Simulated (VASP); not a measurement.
# SnW2 (I4/mmm) in VASP: notebook

SnW2 is run at these levels: PBE; tasks: single point, relaxation of cell and atoms.

All numbers are computed with VASP 6.6.1; they aren't measurements. Logs are shortened: lines on timing, memory, paths and dates and some standing lists are left out, and cuts for length are marked.

## Step 1: The cell of the first run

Symmetry: I4/mmm, No. 139, tetragonal system. Conventional cell: a = 3.324 Å, b = 3.324 Å, c = 9.544 Å, α = 90.00°, β = 90.00°, γ = 90.00°. Sn (site symmetry 4/mmm) has 10 W at 2.90 to 3.07 Å and 4 Sn at 3.32 Å within 3.8 Å. Within 3.6 Å of W (site symmetry 4mm) lie 9 W at 2.72 to 3.40 Å and 5 Sn at 2.90 to 3.07 Å.

## Step 2: Single point, PBE

File INCAR:

```
ALGO = Normal
EDIFF = 1E-6
ENCUT = 520
GGA = PE
ISIF = 2
ISMEAR = 0
LASPH = True
LCHARG = True
LELF = True
LREAL = False
LVHAR = True
LWAVE = False
NBANDS = 28
NELM = 60
PREC = Accurate
SIGMA = 0.1
```

File KPOINTS:

```
k-points
0
Gamma
  6 6 6
```

File POSCAR:

```
SnW2
1.0
   -1.6620989396      1.6620989396      4.7720541643
    1.6620989396     -1.6620989396      4.7720541643
    1.6620989396      1.6620989396     -4.7720541643
Sn W
1 2
Direct
    0.0000000000      0.0000000000      0.0000000000
    0.6780618057      0.6780618057      0.0000000000
    0.3219381943      0.3219381943      0.0000000000
```

Potentials or basis: VASP PAW PBE potentials, release 64 (Sn_d, W_sv).

On the command line:

```
> cat potpaw_PBE.64/Sn_d/POTCAR potpaw_PBE.64/W_sv/POTCAR > POTCAR
> mpirun -np 1 vasp_std > vasp.out
```

OUTCAR:

```text
EDIFF = 1E-6
   ENCUT = 520
   GGA = PE
   ISIF = 2
   ISMEAR = 0
   LASPH = True
   LREAL = False
   NELM = 60
   PREC = Accurate

 ion  position               nearest neighbor table
   1  0.000  0.000  0.000-   2 2.90   2 2.90   2 2.90   3 2.90   2 2.90   3 2.90   3 2.90   3 2.90
                             2 3.07   3 3.07
   2  0.678  0.678  0.000-   3 2.72   3 2.72   3 2.72   3 2.72   1 2.90   1 2.90   1 2.90   1 2.90
                             1 3.07   3 3.40
   3  0.322  0.322  0.000-   2 2.72   2 2.72   2 2.72   2 2.72   1 2.90   1 2.90   1 2.90   1 2.90
                             1 3.07   2 3.40

  LATTYP: Found a body centered tetragonal cell.
 ALAT       =     3.3241978792
 C/A-ratio  =     2.8711011424

  Lattice vectors:

 A1 = (  -1.6620989396,   1.6620989396,   4.7720541643)
 A2 = (   1.6620989396,  -1.6620989396,   4.7720541643)
 A3 = (   1.6620989396,   1.6620989396,  -4.7720541643)

Analysis of symmetry for initial positions (statically):
=====================================================================
 Subroutine PRICEL returns:
 Original cell was already a primitive cell.

 Routine SETGRP: Setting up the symmetry group for a
 body centered tetragonal supercell.

 Subroutine GETGRP returns: Found 16 space group operations
 (whereof 16 operations were pure point group operations)
 out of a pool of 16 trial point group operations.

The static configuration has the point symmetry D_4h.

Analysis of symmetry for dynamics (positions and initial velocities):
=====================================================================
 Subroutine PRICEL returns:
 Original cell was already a primitive cell.

 Routine SETGRP: Setting up the symmetry group for a
 body centered tetragonal supercell.

 Subroutine GETGRP returns: Found 16 space group operations
 (whereof 16 operations were pure point group operations)
 out of a pool of 16 trial point group operations.

The dynamic configuration has the point symmetry D_4h.

 Subroutine INISYM returns: Found 16 space group operations
 (whereof 16 operations are pure point group operations),
 and found     1 'primitive' translations

----------------------------------------------------------------------------------------

                                     Primitive cell

  volume of cell :      52.7326

  direct lattice vectors                    reciprocal lattice vectors
    -1.662098940  1.662098940  4.772054164     0.000000000  0.300824450  0.104776682
     1.662098940 -1.662098940  4.772054164     0.300824450  0.000000000  0.104776682
     1.662098940  1.662098940 -4.772054164     0.300824450  0.300824450  0.000000000

  length of vectors
     5.319553244  5.319553244  5.319553244     0.318549059  0.318549059  0.425430018

  position of ions in fractional coordinates (direct lattice)
     0.000000000  0.000000000  0.000000000
     0.678061806  0.678061806  0.000000000
     0.321938194  0.321938194  0.000000000

  ion indices of the primitive-cell ions
   primitive index   ion index
                 1           1
                 2           2
                 3           3

----------------------------------------------------------------------------------------

 KPOINTS: k-points

Automatic generation of k-mesh.
 Grid dimensions read from file:
 generate k-points for:    6    6    6

 Generating k-lattice:

  Cartesian coordinates                     Fractional coordinates (reciprocal lattice)
     0.000000000  0.050137408  0.017462780     0.166666667  0.000000000  0.000000000
     0.050137408  0.000000000  0.017462780     0.000000000  0.166666667  0.000000000
     0.050137408  0.050137408  0.000000000     0.000000000  0.000000000  0.166666667

  Length of vectors
     0.053091510  0.053091510  0.070905003

  Shift w.r.t. Gamma in fractional coordinates (k-lattice)
     0.000000000  0.000000000  0.000000000

 Subroutine IBZKPT returns following result:
 ===========================================

 Found     30 irreducible k-points:

 Following reciprocal coordinates:
            Coordinates               Weight
  0.000000  0.000000  0.000000      1.000000
  0.166667  0.000000  0.000000      8.000000
  0.333333  0.000000 -0.000000      8.000000
  0.500000  0.000000 -0.000000      4.000000
  0.166667  0.166667 -0.000000      8.000000
  0.333333  0.166667  0.000000     16.000000
[... 16 lines left out ...]
 -0.333333 -0.333333  0.166667      8.000000
 -0.166667 -0.333333  0.166667      8.000000
 [... further k-points ...]
   k-points           NKPTS =     30   k-points in BZ     NKDIM =     30   number of bands    NBANDS=     28
   number of dos      NEDOS =    301   number of ions     NIONS =      3
   total plane-waves  NPLWV =  64000
   dimension x,y,z NGX =    40 NGY =   40 NGZ =   40
   dimension x,y,z NGXF=    80 NGYF=   80 NGZF=   80
   ions per type =               1   2
   NGX,Y,Z   is equivalent  to a cutoff of  12.50, 12.50, 12.50 a.u.
   NGXF,Y,Z  is equivalent  to a cutoff of  25.00, 25.00, 25.00 a.u.
 SYSTEM =  unknown system
   PREC   = accura    normal or accurate (medium, high low for compatibility)
   ISTART =      0    job   : 0-new  1-cont  2-samecut
   ICHARG =      2    charge: 1-file 2-atom 10-const
   ISPIN  =      1    spin polarized calculation?
   LNONCOLLINEAR =      F non collinear calculations
   LSORBIT =      F    spin-orbit coupling
   LASPH  =      T    aspherical Exc in radial PAW
   ENCUT  =  520.0 eV  38.22 Ry    6.18 a.u.   9.89  9.89  9.89*2*pi/ulx,y,z
   NELM   =     60;   NELMIN=  2; NELMDL= -5     # of ELM steps
   EDIFF  = 0.1E-05   stopping-criterion for ELM
   LREAL  =      F    real-space projection
   EDIFFG = 0.1E-04   stopping-criterion for IOM
   NSW    =      0    number of steps for IOM
   IBRION =     -1    ionic relax: 0-MD 1-quasi-New 2-CG
   NFREE  =      0    steps in history (QN), initial steepest desc. (CG)
   ISIF   =      2    stress and relaxation
   ISYM   =      2    0-nonsym 1-usesym 2-fastsym
   POTIM  = 0.5000    time-step for ionic-motion
   TEBEG  =    0.0;   TEEND  =   0.0 temperature during run
   PSTRESS=    0.0 pullay stress
   NELECT =      42.0000    total number of electrons
   NUPDOWN=      -1.0000    fix difference up-down
   EMIN   =  10.00;   EMAX   =-10.00  energy-range for DOS
   EFERMI =   0.00;   METHOD = LEGACY
   ISMEAR =     0;   SIGMA  =   0.10  broadening in eV -4-tet -1-fermi 0-gaus
   EFERMI_NEDOS =   21; number of points for ismear=-14 and -15
   IALGO  =     38    algorithm
   IMIX   =      4    mixing-type and parameters
     AMIX     =   0.40;   BMIX     =  1.00
     AMIX_MAG =   1.60;   BMIX_MAG =  1.00
  volume/ion in A,a.u.               =      17.58       118.62
  Fermi-wavevector in a.u.,A,eV,Ry     =   1.517510  2.867678 31.331994  2.302837
  Thomas-Fermi vector in A             =   2.626756
   LORBIT       =      0    0 simple, 1 ext, 2 COOP (PROOUT), +10 PAW based schemes
   GGA     = PE    functional components
   LHFCALC =     F    Hartree Fock is set to
   AEXX    =    0.0000 exact exchange contribution
   IVDW    =     0    specifies the selected vdW correction
   LEPSILON=     F    determine dielectric tensor
   LRPA    =     F    only Hartree local field effects (RPA)
 non-spin polarized calculation
 Gauss-broadening in eV      SIGMA  =   0.10
  energy-cutoff  :      520.00
  volume of cell :       52.73
 maximum number of plane-waves:      1438
   NGX = 19   NGY = 19   NGZ = 19

 number of electron      42.0000004 magnetization

 Free energy of the ion-electron system (eV)
  ---------------------------------------------------
  ext. energy  EPLUGINS =         0.00000000
  ---------------------------------------------------
  free energy    TOTEN  =       -28.35578273 eV

  energy without entropy =      -28.34649705  energy(sigma->0) =      -28.35113989

 E-fermi :  11.5086     XC(G=0): -12.8674

 val. band max:       11.5057984793   @ k =  -0.3333   0.3333   0.0000
 cond. band min:      11.5418497188   @ k =  -0.3333  -0.3333   0.3333
 fundamental gap:      0.0360512395
 Fermi energy:        11.5085775333

 k-point     1 :       0.0000    0.0000    0.0000
  band No.  band energies     occupation
      1     -62.5014      2.00000
      2     -62.3734      2.00000
      3     -26.9112      2.00000
      4     -26.9112      2.00000
      5     -26.8477      2.00000
      6     -26.4817      2.00000
[... 20 lines left out ...]
     27      19.3982      0.00000
     28      19.4078      0.00000

 k-point     2 :       0.1667    0.0000    0.0000
  band No.  band energies     occupation
      1     -62.4918      2.00000
      2     -62.3809      2.00000
      3     -26.9620      2.00000
      4     -26.8752      2.00000
      5     -26.8723      2.00000
      6     -26.4479      2.00000
[... 20 lines left out ...]
     27      16.6610      0.00000
     28      18.3382      0.00000

 k-point     3 :       0.3333    0.0000   -0.0000
  band No.  band energies     occupation
      1     -62.4663      2.00000
      2     -62.4022      2.00000
      3     -27.0334      2.00000
      4     -26.9550      2.00000
      5     -26.7674      2.00000
      6     -26.4922      2.00000
[... 20 lines left out ...]
     27      16.5883      0.00000
     28      17.1947      0.00000

 k-point     4 :       0.5000    0.0000   -0.0000
  band No.  band energies     occupation
      1     -62.4340      2.00000
      2     -62.4324      2.00000
      3     -27.0397      2.00000
      4     -27.0245      2.00000
      5     -26.6305      2.00000
      6     -26.6249      2.00000
[... 578 lines left out ...]
     27      18.1669      0.00000
     28      18.7767      0.00000

 k-point    23 :      -0.3333   -0.3333    0.1667
  band No.  band energies     occupation
      1     -62.4824      2.00000
      2     -62.3882      2.00000
      3     -26.9705      2.00000
      4     -26.8992      2.00000
      5     -26.8738      2.00000
      6     -26.4509      2.00000
[... 20 lines left out ...]
     27      16.3206      0.00000
     28      18.3276      0.00000

 k-point    24 :      -0.1667   -0.3333    0.1667
  band No.  band energies     occupation
      1     -62.4912      2.00000
      2     -62.3816      2.00000
      3     -26.9675      2.00000
      4     -26.8740      2.00000
      5     -26.8553      2.00000
      6     -26.4697      2.00000
[... 20 lines left out ...]
     27      16.1018      0.00000
     28      17.9276      0.00000

 [... further k-points ...]

------------------------ aborting loop because EDIFF is reached ----------------------------------------

  FORCE on cell =-STRESS in cart. coord.  units (eV):
  Direction    XX          YY          ZZ          XY          YZ          ZX
  --------------------------------------------------------------------------------------
  -------------------------------------------------------------------------------------
  Total        0.1149132      0.1149132      0.1301718      0.0000000      0.0000000      0.0000000
  in kB        3.4914144      3.4914144      3.9550159      0.0000000      0.0000000      0.0000000
  external PRESSURE =       3.6459482 kB  Pullay stress =       0.0000000 kB

 VOLUME and BASIS-vectors are now :
 -----------------------------------------------------------------------------
  energy-cutoff  :      520.00
  volume of cell :       52.73
      direct lattice vectors                 reciprocal lattice vectors
    -1.662098940  1.662098940  4.772054164     0.000000000  0.300824450  0.104776682
     1.662098940 -1.662098940  4.772054164     0.300824450  0.000000000  0.104776682
     1.662098940  1.662098940 -4.772054164     0.300824450  0.300824450  0.000000000

 POSITION                                       TOTAL-FORCE (eV/Angst)
 -----------------------------------------------------------------------------------
      0.00000      0.00000      0.00000         0.000000      0.000000     -0.000000
      0.00000      0.00000      6.47150        -0.000000     -0.000000     -0.012197
      0.00000      0.00000      3.07261        -0.000000     -0.000000      0.012197
 -----------------------------------------------------------------------------------
    total drift:                                0.000000      0.000000     -0.000000

  FREE ENERGIE OF THE ION-ELECTRON SYSTEM (eV)
  ---------------------------------------------------
  free  energy   TOTEN  =       -28.3557827270 eV

  energy  without entropy=      -28.3464970523  energy(sigma->0) =      -28.35113989
```

Run time: 2.3 min. Hardware: 1 thread of Intel Xeon 8259CL, shared host; peak memory 0.22 GiB.

Results:

| Property | Result |
| --- | --- |
| Free energy | -28.3558 eV |
| Pressure | 0.4 GPa |
| Largest force | 0.012 eV/Å |
| Band gap on the k mesh | zero (bands 21 and 22 overlap by 0.79 eV) |

Forces on the atoms (eV/Å):
```
Sn   0.000  0.000  0.000
W    0.000  0.000 -0.012
W    0.000  0.000  0.012
```

Caveat: spin-orbit coupling is left out, which moves the levels of the heavy elements.

## Step 3: Single point, PBE

This run uses another cell than the first one, of 18.57 Å³/atom.

File INCAR:

```
SYSTEM = SnW2
ALGO = Fast
EDIFF = 1E-7
ENCUT = 520
GGA = PE
ISIF = 2
ISMEAR = 0
LASPH = .True.
LCHARG = .False.
LREAL = .False.
LWAVE = .False.
NBANDS = 28
NELM = 60
PREC = Accurate
SIGMA = 0.1
```

File KPOINTS:

```
k-points
0
Gamma
  8 8 8
  0 0 0
```

File POSCAR:

```
SnW2
1.0
   -1.7838437908      1.7838437908      4.3759917993
    1.7838437908     -1.7838437908      4.3759917993
    1.7838437908      1.7838437908     -4.3759917993
Sn W
1 2
Direct
    0.0000000000      0.0000000000      0.0000000000
    0.6650000000      0.6650000000      0.0000000000
    0.3350000000      0.3350000000      0.0000000000
```

Potentials or basis: VASP PAW PBE potentials, release 64 (Sn_d, W_sv).

On the command line:

```
> cat potpaw_PBE.64/Sn_d/POTCAR potpaw_PBE.64/W_sv/POTCAR > POTCAR
> mpirun -np 1 vasp_std > vasp.out
```

Wall time 5.5 min (1 thread of Intel Xeon 8259CL, shared host); peak memory 0.26 GiB.

The run converged. Its results:

* Free energy: -27.8671 eV
* Pressure: -9.5 GPa
* Largest force: 1.162 eV/Å
* Band gap on the k mesh: zero (bands 21 and 22 overlap by 1.32 eV)

Forces on the atoms (eV/Å):
```
Sn   0.000  0.000  0.000
W    0.000  0.000  1.162
W    0.000  0.000 -1.162
```

Stress tensor (GPa, compression positive):
```
-12.58   0.00   0.00
  0.00 -12.58   0.00
  0.00   0.00  -3.25
```

Levels at points of the mesh, in eV from the Fermi level:
```csv
k point,band 19,band 20,band 21,band 22,band 23,band 24
"(0.00, 0.00, 0.00)",-1.96,-1.10,-0.81,-0.14,-0.14,1.22
"(0.50, 0.00, 0.00)",-2.10,-1.56,0.28,0.65,1.19,1.57
"(0.50, 0.50, 0.00)",-1.92,-1.86,0.60,0.74,1.46,1.56
"(0.50, 0.50, 0.50)",-1.80,-0.99,0.22,1.60,1.60,1.78
```

Caveat: the stress differs along the axes, from -13 to -3 GPa; spin-orbit coupling is left out, which moves the levels of the heavy elements; forces of over 1 eV/Å act on the atoms, so gaps and moduli don't describe the material at rest.

## Step 4: Relaxation of cell and atoms, PBE

This run uses another cell than the first one, of 18.57 Å³/atom.

File INCAR:

```
SYSTEM = SnW2
ALGO = Fast
EDIFF = 1E-6
EDIFFG = -0.04
ENCUT = 600
GGA = PE
IBRION = 2
ISIF = 3
ISMEAR = 0
LASPH = .True.
LCHARG = .False.
LREAL = .False.
LWAVE = .False.
NELM = 80
NSW = 90
PREC = Accurate
SIGMA = 0.1
```

File KPOINTS:

```
k-points
0
Gamma
  6 6 6
  0 0 0
```

POSCAR is that of step 3.

On the command line:

```
> cat potpaw_PBE.64/Sn_d/POTCAR potpaw_PBE.64/W_sv/POTCAR > POTCAR
> mpirun -np 1 vasp_std > vasp.out
```

Run time: 22 min. Hardware: 1 thread of Intel Xeon 8259CL, shared host; peak memory 0.26 GiB.

Results (log left out):

```
Free energy                           : -28.3558 eV
Relaxed volume                        : 17.61 Å³/atom
Relaxed cell                          : a = 5.318 Å, b = 5.318 Å, c = 5.318 Å, α = 143.53°, β = 143.53°, γ = 52.54°
Space group after relaxing (to 0.1 Å) : I4/mmm (No. 139)
Energy gained by relaxing             : 163.8 meV/atom
Ionic steps                           : 10
Pressure after relaxing               : 0.0 GPa
Largest force after relaxing          : 0.014 eV/Å
Band gap on the k mesh                : zero (bands 21 and 22 overlap by 0.79 eV)
```

Forces in eV/Å, atoms in the order of the input:
```
Sn   0.000  0.000  0.000
W    0.000  0.000  0.014
W    0.000  0.000 -0.014
```

Stress tensor (GPa, compression positive):
```
-0.07  0.00  0.00
 0.00 -0.07  0.00
 0.00  0.00  0.13
```

Step by step:
```
step  energy change (eV)  largest force (eV/Å)  pressure (GPa)  volume (Å³)
   1              0.0000                1.2933           -9.38        55.70
   2              0.1086                0.1455           29.23        47.35
   3             -0.1954                0.9513            4.71        51.71
   4             -0.4389                0.0948            4.68        51.64
   5             -0.4539                0.6885            6.05        51.54
   6             -0.3495                0.6178          -11.68        56.37
   7             -0.4889                0.2006           -0.75        53.10
   8             -0.4889                0.2134           -0.57        53.05
   9             -0.4913                0.0794            0.18        52.76
  10             -0.4915                0.0139            0.00        52.82
```

Final structure:
```
Sn W
1.0
    -1.66414    1.66414    4.76860
     1.66414   -1.66414    4.76860
     1.66414    1.66414   -4.76860
Sn W
1 2
Direct
  0.00000 0.00000 0.00000
  0.67797 0.67797 0.00000
  0.32203 0.32203 0.00000
```

Levels at points of the mesh, in eV from the Fermi level:
| k point | band 17 | band 18 | band 19 | band 20 | band 21 | band 22 | band 23 | band 24 | band 25 |
| --- | --- | --- | --- | --- | --- | --- | --- | --- | --- |
| (0.00, 0.00, 0.00) | -3.55 | -1.03 | -1.03 | -0.91 | -0.33 | -0.33 | -0.32 | 1.79 | 2.47 |
| (0.50, 0.00, 0.00) | -3.98 | -2.49 | -2.24 | -2.19 | 0.46 | 0.72 | 2.08 | 2.43 | 2.51 |
| (0.50, 0.50, 0.00) | -4.56 | -2.14 | -1.64 | -1.62 | -0.37 | 0.77 | 1.97 | 2.29 | 2.58 |
| (0.50, 0.50, 0.50) | -3.47 | -1.33 | -1.33 | -0.93 | 0.16 | 1.36 | 1.36 | 1.77 | 3.14 |

Caveat: spin-orbit coupling is left out, which moves the levels of the heavy elements.

## Step 5: Summary

```tsv
task	cell	k mesh	cutoff (eV)	gap on the mesh (eV)	pressure (GPa)	largest force (eV/Å)
single point	a = 5.320 Å, angles 143.6, 143.6, 52.4°, 3 atoms, atomic positions A	6 × 6 × 6	520	none	0.4	0.01
single point	a = 5.051 Å, angles 138.6, 138.6, 59.9°, 3 atoms, atomic positions B	8 × 8 × 8	520	none	-9.5	1.16
relaxation of cell and atoms	relaxed from a = 5.051 Å, angles 138.6, 138.6, 59.9°, 3 atoms, atomic positions B	6 × 6 × 6	600	none	0.0	0.01
```

Alike in all rows: level PBE; potentials or basis VASP PAW PBE potentials, release 64 (Sn_d, W_sv); no spin polarisation; smearing gaussian 0.1 eV.

Caveats: spin-orbit coupling is left out, which moves the levels of the heavy elements; the stress differs along the axes, from -13 to -3 GPa (at least some runs); forces of over 1 eV/Å act on the atoms, so gaps and moduli don't describe the material at rest (at least some runs).

Total energies depend on the potentials used, so only differences within one code and one set of settings carry meaning.

The gap in the log of VASP goes by the Fermi energy; the results here count the filled bands.